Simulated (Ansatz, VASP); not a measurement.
Two plane-wave programs on Te

```
Te
1.0
     4.29504    0.00000    0.00000
    -2.14752    3.71961    0.00000
     0.00000    0.00000    8.31080
Te
4
Direct
  0.00000 0.00000 0.00000
  0.00000 0.00000 0.50000
  0.33333 0.66667 0.25000
  0.66667 0.33333 0.75000
```

Alike in both runs: task single point; functional revPBE; k mesh 10 × 10 × 5; occupations fermi-dirac, width 0.1 eV; no spin polarisation.

```csv
,VASP,Ansatz
version,VASP 6.6.1,Ansatz 0.2.0
potentials or method,"VASP PAW PBE potentials, release 64 (Te), cutoff 520 eV","plane waves (420 eV) with PAW, scalar-relativistic"
valence electrons in the cell,24,64
```

```tsv
	VASP	Ansatz	Ansatz less VASP
pressure (GPa)	0.0	0.0	+0.07
traceless stress, the component that is largest in VASP (GPa)	0.25	0.25	+0.008
```

VASP's potentials were made for PBE, not for revPBE. The functional is the same, so the differences come from potentials, cutoffs and numerics. VASP's potentials hold 24 valence electrons a cell and Ansatz's 64, so a difference there can come from the potentials and not from the codes.

Spin-orbit coupling is off throughout.
